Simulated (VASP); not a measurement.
# SiC (CsCl type) (Pm-3m) in VASP: further runs

Runs on SiC (CsCl type). Level: PBE. Tasks: single point.

Everything below comes from runs of VASP 6.6.1. Logs are shortened: lines on timing, memory, paths and dates and some standing lists are left out, and cuts for length are marked.

### Step 1. The cell of the first run

It takes space group Pm-3m (No. 221, cubic). Conventional cell: a = 2.164 Å, b = 2.164 Å, c = 2.164 Å, α = 90.00°, β = 90.00°, γ = 90.00°. Si (site symmetry m-3m) has 8 C at 1.87 Å and 6 Si at 2.16 Å within 2.5 Å. Within 2.5 Å of C (site symmetry m-3m) lie 8 Si at 1.87 Å and 6 C at 2.16 Å.

### Step 2. Single point, PBE

INCAR

```
PREC = Accurate
ENCUT = 600
EDIFF = 1E-6
ISMEAR = -4
SIGMA = 0.1
LREAL = False
LASPH = True
NELM = 120
ALGO = Normal
ISIF = 2
LWAVE = False
LCHARG = True
GGA = PE
LELF = True
LVHAR = True
NBANDS = 11
GGA_COMPAT = False
```

KPOINTS

```
regular mesh
0
Gamma
  14 14 14
```

POSCAR

```
SiC
1.0
    2.1636332453      0.0000000000      0.0000000000
    0.0000000000      2.1636332453      0.0000000000
    0.0000000000      0.0000000000      2.1636332453
Si C
1 1
Direct
    0.0000000000      0.0000000000      0.0000000000
    0.5000000000      0.5000000000      0.5000000000
```

Potentials or basis: VASP PAW PBE potentials, release 64 (Si, C).

Started as:

```bash
cat potpaw_PBE.64/Si/POTCAR potpaw_PBE.64/C/POTCAR > POTCAR
mpirun -np 1 vasp_std > vasp.out
```

OUTCAR:

```text
PREC = Accurate
   ENCUT = 600
   EDIFF = 1E-6
   ISMEAR = -4
   LREAL = False
   LASPH = True
   NELM = 120
   ISIF = 2
   GGA = PE

 ion  position               nearest neighbor table
   1  0.000  0.000  0.000-   2 1.87   2 1.87   2 1.87   2 1.87   2 1.87   2 1.87   2 1.87   2 1.87

   2  0.500  0.500  0.500-   1 1.87   1 1.87   1 1.87   1 1.87   1 1.87   1 1.87   1 1.87   1 1.87

  LATTYP: Found a simple cubic cell.
 ALAT       =     2.1636332453

  Lattice vectors:

 A1 = (   2.1636332453,   0.0000000000,   0.0000000000)
 A2 = (   0.0000000000,   2.1636332453,   0.0000000000)
 A3 = (   0.0000000000,   0.0000000000,   2.1636332453)

Analysis of symmetry for initial positions (statically):
=====================================================================
 Subroutine PRICEL returns:
 Original cell was already a primitive cell.

 Routine SETGRP: Setting up the symmetry group for a
 simple cubic supercell.

 Subroutine GETGRP returns: Found 48 space group operations
 (whereof 48 operations were pure point group operations)
 out of a pool of 48 trial point group operations.

The static configuration has the point symmetry O_h .

Analysis of symmetry for dynamics (positions and initial velocities):
=====================================================================
 Subroutine PRICEL returns:
 Original cell was already a primitive cell.

 Routine SETGRP: Setting up the symmetry group for a
 simple cubic supercell.

 Subroutine GETGRP returns: Found 48 space group operations
 (whereof 48 operations were pure point group operations)
 out of a pool of 48 trial point group operations.

The dynamic configuration has the point symmetry O_h .

 Subroutine INISYM returns: Found 48 space group operations
 (whereof 48 operations are pure point group operations),
 and found     1 'primitive' translations

----------------------------------------------------------------------------------------

                                     Primitive cell

  volume of cell :      10.1286

  direct lattice vectors                    reciprocal lattice vectors
     2.163633245  0.000000000  0.000000000     0.462185540  0.000000000  0.000000000
     0.000000000  2.163633245  0.000000000     0.000000000  0.462185540  0.000000000
     0.000000000  0.000000000  2.163633245     0.000000000  0.000000000  0.462185540

  length of vectors
[... 92 lines left out ...]
   POTIM  = 0.5000    time-step for ionic-motion
   TEBEG  =    0.0;   TEEND  =   0.0 temperature during run
   PSTRESS=    0.0 pullay stress
   NELECT =       8.0000    total number of electrons
   NUPDOWN=      -1.0000    fix difference up-down
   EMIN   =  10.00;   EMAX   =-10.00  energy-range for DOS
   EFERMI =   0.00;   METHOD = LEGACY
   ISMEAR =    -4;   SIGMA  =   0.10  broadening in eV -4-tet -1-fermi 0-gaus
   EFERMI_NEDOS =   21; number of points for ismear=-14 and -15
   IALGO  =     38    algorithm
   IMIX   =      4    mixing-type and parameters
     AMIX     =   0.40;   BMIX     =  1.00
     AMIX_MAG =   1.60;   BMIX_MAG =  1.00
  volume/ion in A,a.u.               =       5.06        34.18
  Fermi-wavevector in a.u.,A,eV,Ry     =   1.513287  2.859697 31.157835  2.290036
  Thomas-Fermi vector in A             =   2.623098
   LORBIT       =      0    0 simple, 1 ext, 2 COOP (PROOUT), +10 PAW based schemes
   GGA     = PE    functional components
   LHFCALC =     F    Hartree Fock is set to
   AEXX    =    0.0000 exact exchange contribution
   IVDW    =     0    specifies the selected vdW correction
   LEPSILON=     F    determine dielectric tensor
   LRPA    =     F    only Hartree local field effects (RPA)
 non-spin polarized calculation
 Fermi weights with tetrahedron method witout Bloechl corrections
  energy-cutoff  :      600.00
  volume of cell :       10.13
 maximum number of plane-waves:       356
 NGX is ok and might be reduce to    18
   NGX =  9   NGY =  9   NGZ =  9

 number of electron       7.9999999 magnetization

 Free energy of the ion-electron system (eV)
  ---------------------------------------------------
  ext. energy  EPLUGINS =         0.00000000
  ---------------------------------------------------
  free energy    TOTEN  =        -5.10228213 eV

  energy without entropy =       -5.10228213  energy(sigma->0) =       -5.10228213

 E-fermi :  21.8862     XC(G=0): -15.2500

 val. band max:       22.3821952351   @ k =   0.4286   0.0000   0.0000
 cond. band min:      21.6518063415   @ k =   0.5000   0.2857   0.2143
 fundamental gap:     -0.7303888936
 Fermi energy:        21.8862385392

 k-point     1 :       0.0000    0.0000    0.0000
  band No.  band energies     occupation
      1      -3.6432      2.00000
      2      20.0210      2.00000
      3      20.0210      2.00000
      4      20.0210      2.00000
      5      25.0553      0.00000
      6      25.0553      0.00000
      7      33.6510      0.00000
      8      45.7913      0.00000
      9      45.7913      0.00000
     10      45.7913      0.00000
     11      49.0149      0.00000
[... 309 lines left out ...]
 k-point    24 :       0.3571    0.2143    0.0000
  band No.  band energies     occupation
      1       1.1071      2.00000
      2       8.8015      2.00000
      3      16.1330      2.00000
      4      22.8789      0.09470
      5      25.6312      0.00000
      6      33.1521      0.00000
      7      36.3674      0.00000
      8      37.1412      0.00000
      9      41.3620      0.00000
     10      43.0290      0.00000
     11      45.1405      0.00000

 [... further k-points ...]

------------------------ aborting loop because EDIFF is reached ----------------------------------------

  FORCE on cell =-STRESS in cart. coord.  units (eV):
  Direction    XX          YY          ZZ          XY          YZ          ZX
  --------------------------------------------------------------------------------------
  -------------------------------------------------------------------------------------
  Total       23.1108338     23.1108338     23.1108338     -0.0000000     -0.0000000     -0.0000000
  in kB     3655.7396412   3655.7396412   3655.7396412     -0.0000000     -0.0000000     -0.0000000
  external PRESSURE =    3655.7396412 kB  Pullay stress =       0.0000000 kB

 VOLUME and BASIS-vectors are now :
 -----------------------------------------------------------------------------
  energy-cutoff  :      600.00
  volume of cell :       10.13
      direct lattice vectors                 reciprocal lattice vectors
     2.163633245  0.000000000  0.000000000     0.462185540  0.000000000  0.000000000
     0.000000000  2.163633245  0.000000000     0.000000000  0.462185540  0.000000000
     0.000000000  0.000000000  2.163633245     0.000000000  0.000000000  0.462185540

 POSITION                                       TOTAL-FORCE (eV/Angst)
 -----------------------------------------------------------------------------------
      0.00000      0.00000      0.00000         0.000000      0.000000      0.000000
      1.08182      1.08182      1.08182         0.000000      0.000000      0.000000
 -----------------------------------------------------------------------------------
    total drift:                                0.000000     -0.000000      0.000000

  FREE ENERGIE OF THE ION-ELECTRON SYSTEM (eV)
  ---------------------------------------------------
  free  energy   TOTEN  =        -5.1022821260 eV

  energy  without entropy=       -5.1022821260  energy(sigma->0) =       -5.10228213
```

OSZICAR:

```text
N       E                     dE             d eps       ncg     rms          rms(c)
DAV:   1     0.117125632533E+02    0.11713E+02   -0.50335E+03  3067   0.749E+02
DAV:   2    -0.587153835902E+01   -0.17584E+02   -0.16804E+02  3273   0.123E+02
DAV:   3    -0.619269469549E+01   -0.32116E+00   -0.31795E+00  3417   0.119E+01
DAV:   4    -0.619299831226E+01   -0.30362E-03   -0.30359E-03  2944   0.405E-01
DAV:   5    -0.619299855096E+01   -0.23870E-06   -0.23986E-06  3279   0.108E-02    0.139E+01
DAV:   6    -0.516648993812E+01    0.10265E+01   -0.23734E+00  2703   0.828E+00    0.731E+00
DAV:   7    -0.511444830013E+01    0.52042E-01   -0.13476E-01  3365   0.251E+00    0.284E+00
DAV:   8    -0.510290445549E+01    0.11544E-01   -0.21091E-03  3053   0.368E-01    0.457E-01
DAV:   9    -0.510228534802E+01    0.61911E-03   -0.13843E-04  3399   0.904E-02    0.138E-01
DAV:  10    -0.510228209451E+01    0.32535E-05   -0.47794E-06  3203   0.157E-02    0.503E-03
DAV:  11    -0.510228212599E+01   -0.31473E-07   -0.36365E-08  1762   0.175E-03
   1 F= -.51022821E+01 E0= -.51022821E+01  d E =0.000000E+00
```

Run time: 15 s. Hardware: 1 thread of Intel Xeon Platinum 8488C (Sapphire Rapids), shared host; peak memory 0.13 GiB.

What came out:

```yaml
Free_energy: -5.1023 eV
Pressure: 365.6 GPa
Band_gap_on_the_k_mesh: zero (bands 4 and 5 overlap by 4.95 eV)
```

Levels at points of the mesh, in eV from the Fermi level:
```tsv
k point	band 1	band 2	band 3	band 4	band 5	band 6	band 7	band 8	band 9
(0.00, 0.00, 0.00)	-25.53	-1.87	-1.87	-1.87	3.17	3.17	11.76	23.91	23.91
(0.50, 0.00, 0.00)	-19.35	-17.82	0.67	0.67	8.55	12.73	12.79	12.79	14.57
(0.50, 0.50, 0.00)	-13.27	-13.27	-13.08	-5.84	3.95	15.01	15.01	15.74	15.74
(0.50, 0.50, 0.50)	-8.96	-8.96	-8.96	-5.64	-2.50	-2.50	-2.50	9.48	30.75
```

Caveat: the cell stands under pressure.

### Step 3. Single point, PBE (5.89 Å³/atom)

This run uses another cell than the first one, of 5.89 Å³/atom.

INCAR

```
ALGO     = Normal         # electronic algorithm
EDIFF    = 1E-6           # SCF threshold, eV
ENCUT    = 600            # plane-wave cutoff, eV
GGA      = PE             # functional
GGA_COMPAT= F            
ISIF     = 2              # what is computed and relaxed
ISMEAR   = -1             # smearing method
LASPH    = T              # aspherical terms in the spheres
LCHARG   = F              # write CHGCAR
LREAL    = F              # projectors in reciprocal space
LWAVE    = F              # write WAVECAR
NBANDS   = 11             # bands
NELM     = 120            # most SCF steps
PREC     = Accurate       # precision mode
SIGMA    = 0.08           # smearing width, eV
```

KPOINTS

```
k-points
0
Gamma
  14 14 14
```

POSCAR

```
SiC
1.0
    2.2757405122      0.0000000000      0.0000000000
    0.0000000000      2.2757405122      0.0000000000
    0.0000000000      0.0000000000      2.2757405122
Si C
1 1
Direct
    0.0000000000      0.0000000000      0.0000000000
    0.5000000000      0.5000000000      0.5000000000
```

Potentials or basis: VASP PAW PBE potentials, release 64 (Si, C).

Started as:

```bash
cat potpaw_PBE.64/Si/POTCAR potpaw_PBE.64/C/POTCAR > POTCAR
mpirun -np 1 vasp_std > vasp.out
```

OUTCAR:

```text
EDIFF = 1E-6
   ENCUT = 600
   GGA = PE
   ISIF = 2
   ISMEAR = -1
   LASPH = T
   LREAL = F
   NELM = 120
   PREC = Accurate

 ion  position               nearest neighbor table
   1  0.000  0.000  0.000-   2 1.97   2 1.97   2 1.97   2 1.97   2 1.97   2 1.97   2 1.97   2 1.97

   2  0.500  0.500  0.500-   1 1.97   1 1.97   1 1.97   1 1.97   1 1.97   1 1.97   1 1.97   1 1.97

  LATTYP: Found a simple cubic cell.
 ALAT       =     2.2757405122
[... 522 lines left out ...]

 [... further k-points ...]

------------------------ aborting loop because EDIFF is reached ----------------------------------------

  FORCE on cell =-STRESS in cart. coord.  units (eV):
  Direction    XX          YY          ZZ          XY          YZ          ZX
  --------------------------------------------------------------------------------------
  -------------------------------------------------------------------------------------
  Total       14.8189638     14.8189638     14.8189638     -0.0000000      0.0000000     -0.0000000
  in kB     2014.4671838   2014.4671838   2014.4671838     -0.0000000      0.0000000     -0.0000000
  external PRESSURE =    2014.4671838 kB  Pullay stress =       0.0000000 kB

 VOLUME and BASIS-vectors are now :
 -----------------------------------------------------------------------------
  energy-cutoff  :      600.00
  volume of cell :       11.79
      direct lattice vectors                 reciprocal lattice vectors
     2.275740512  0.000000000  0.000000000     0.439417409  0.000000000  0.000000000
     0.000000000  2.275740512  0.000000000     0.000000000  0.439417409  0.000000000
     0.000000000  0.000000000  2.275740512     0.000000000  0.000000000  0.439417409

 POSITION                                       TOTAL-FORCE (eV/Angst)
 -----------------------------------------------------------------------------------
      0.00000      0.00000      0.00000         0.000000      0.000000      0.000000
      1.13787      1.13787      1.13787         0.000000      0.000000      0.000000
 -----------------------------------------------------------------------------------
    total drift:                                0.000000     -0.000000      0.000000

  FREE ENERGIE OF THE ION-ELECTRON SYSTEM (eV)
  ---------------------------------------------------
  free  energy   TOTEN  =        -8.0943644924 eV

  energy  without entropy=       -8.0802363747  energy(sigma->0) =       -8.08730043
```

stdout:

```text
POSCAR found type information on POSCAR SiC
 POSCAR found :  2 types and       2 ions
 scaLAPACK will be used
 LDA part: xc-table for (Slater+PW92), standard interpolation
 POSCAR, INCAR and KPOINTS ok, starting setup
 FFT: planning ... GRIDC
 FFT: planning ... GRID_SOFT
 FFT: planning ... GRID
 WAVECAR not read
 entering main loop
```

Wall time 12 s (1 thread of Intel Xeon Platinum 8488C (Sapphire Rapids), shared host); peak memory 0.13 GiB.

What came out:

```yaml
Free_energy: -8.0944 eV
Pressure: 201.4 GPa
Band_gap_on_the_k_mesh: zero (bands 4 and 5 overlap by 4.63 eV)
```

Caveat: the cell stands under pressure.

### Step 4. Single point, PBE (6.63 Å³/atom)

This run uses another cell than the first one, of 6.63 Å³/atom.

INCAR

```
PREC     = Accurate       # precision mode
ENCUT    = 600            # plane-wave cutoff, eV
EDIFF    = 1E-6           # SCF threshold, eV
ISMEAR   = -1             # smearing method
SIGMA    = 0.08           # smearing width, eV
LREAL    = False          # projectors in reciprocal space
LASPH    = True           # aspherical terms in the spheres
NELM     = 120            # most SCF steps
ALGO     = Normal         # electronic algorithm
ISIF     = 2              # what is computed and relaxed
LWAVE    = False          # write WAVECAR
LCHARG   = False          # write CHGCAR
GGA      = PE             # functional
NBANDS   = 11             # bands
GGA_COMPAT= False
```

KPOINTS

```
Automatic mesh
0
Gamma
  14 14 14
```

POSCAR

```
SiC
1.0
    2.3668655125      0.0000000000      0.0000000000
    0.0000000000      2.3668655125      0.0000000000
    0.0000000000      0.0000000000      2.3668655125
Si C
1 1
Direct
    0.0000000000      0.0000000000      0.0000000000
    0.5000000000      0.5000000000      0.5000000000
```

Started as:

```bash
cat potpaw_PBE.64/Si/POTCAR potpaw_PBE.64/C/POTCAR > POTCAR
mpirun -np 1 vasp_std > vasp.out
```

It took 8.8 s on 1 thread of Intel Xeon Platinum 8488C (Sapphire Rapids), shared host; peak memory 0.13 GiB.

It converged, with:

```yaml
Free_energy: -9.5253 eV
Pressure: 116.0 GPa
Band_gap_on_the_k_mesh: zero (bands 4 and 5 overlap by 4.52 eV)
```

Levels at points of the mesh, in eV from the Fermi level:
```csv
k point,band 1,band 2,band 3,band 4,band 5,band 6,band 7,band 8
"(0.00, 0.00, 0.00)",-21.61,-1.54,-1.54,-1.54,4.14,4.14,6.27,18.09
"(0.50, 0.00, 0.00)",-16.44,-14.87,0.81,0.81,8.50,8.72,10.13,10.13
"(0.50, 0.50, 0.00)",-11.42,-10.66,-10.66,-5.64,3.16,11.86,11.86,14.45
"(0.50, 0.50, 0.50)",-6.62,-6.62,-6.62,-6.45,-2.12,-2.12,-2.12,4.73
```

Caveat: the cell stands under pressure.

### Step 5. Single point, PBE (6.63 Å³/atom)

This run uses another cell than the first one, of 6.63 Å³/atom.

INCAR

```
SYSTEM = SiC
  ALGO = Normal
  EDIFF = 1E-6
  ENCUT = 600
  GGA = PE
  GGA_COMPAT = .FALSE.
  ISIF = 2
  ISMEAR = -1
  LASPH = .TRUE.
  LCHARG = .FALSE.
  LREAL = .FALSE.
  LWAVE = .FALSE.
  NBANDS = 11
  NELM = 120
  PREC = Accurate
  SIGMA = 0.08
```

KPOINTS

```
k-points
0
G
  14 14 14
  0 0 0
```

POSCAR is that of step 4.

Started as:

```bash
cat potpaw_PBE.64/Si/POTCAR potpaw_PBE.64/C/POTCAR > POTCAR
mpirun -np 1 vasp_std > vasp.out
```

It took 13 s on 1 thread of Intel Xeon Platinum 8488C (Sapphire Rapids), shared host; peak memory 0.13 GiB.

It converged, with:

```yaml
Free_energy: -9.5253 eV
Pressure: 116.0 GPa
Band_gap_on_the_k_mesh: zero (bands 4 and 5 overlap by 4.52 eV)
```

Levels at points of the mesh, in eV from the Fermi level:
| k point | band 1 | band 2 | band 3 | band 4 | band 5 | band 6 | band 7 | band 8 |
| --- | --- | --- | --- | --- | --- | --- | --- | --- |
| (0.00, 0.00, 0.00) | -21.61 | -1.54 | -1.54 | -1.54 | 4.14 | 4.14 | 6.27 | 18.09 |
| (0.50, 0.00, 0.00) | -16.44 | -14.87 | 0.81 | 0.81 | 8.50 | 8.72 | 10.13 | 10.13 |
| (0.50, 0.50, 0.00) | -11.42 | -10.66 | -10.66 | -5.64 | 3.16 | 11.86 | 11.86 | 14.45 |
| (0.50, 0.50, 0.50) | -6.62 | -6.62 | -6.62 | -6.45 | -2.12 | -2.12 | -2.12 | 4.73 |

Caveat: the cell stands under pressure.

### Step 6. Overview

```tsv
cell	smearing	gap on the mesh (eV)	pressure (GPa)
a = 2.164 Å, 2 atoms	tetrahedron	none	365.6
a = 2.276 Å, 2 atoms	fermi-dirac 0.08 eV	none	201.4
a = 2.367 Å, 2 atoms	fermi-dirac 0.08 eV	none	116.0
```

Alike in all rows: task single point; level PBE; potentials or basis VASP PAW PBE potentials, release 64 (Si, C); no spin polarisation; k mesh 14 × 14 × 14; cutoff (eV) 600.

Caveats: the cell stands under pressure.

Absolute energies hang on the potentials; compare differences alone.
